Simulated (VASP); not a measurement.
Input of a VASP 6.6.1 run:

The input INCAR:

```
  PREC = Accurate
  ENCUT = 520
  EDIFF = 1E-6
  ISMEAR = -1
  SIGMA = 0.05
  LREAL = False
  LASPH = True
  NELM = 80
  ALGO = Normal
  ISIF = 2
  LWAVE = False
  LCHARG = False
  GGA = PE
  NBANDS = 13
```

The input KPOINTS:

```
Automatic mesh
0
Gamma
  18 18 18
```

Contents of POSCAR:

```
Mo
1.0
   -1.5802780016      1.5802780016      1.5802780016
    1.5802780016     -1.5802780016      1.5802780016
    1.5802780016      1.5802780016     -1.5802780016
Mo
1
Direct
    0.0000000000      0.0000000000      0.0000000000
```

Potentials or basis: VASP PAW PBE potentials, release 64 (Mo_sv).

Run with:

```sh
$ cat potpaw_PBE.64/Mo_sv/POTCAR > POTCAR
$ mpirun -np 1 vasp_std > vasp.out
```

What does it give for the pressure?

0.5 GPa.

What does it give for the band gap on the k mesh?

Zero (band 7 reaches 16.36 eV, above the bottom of band 8 at 11.09 eV).
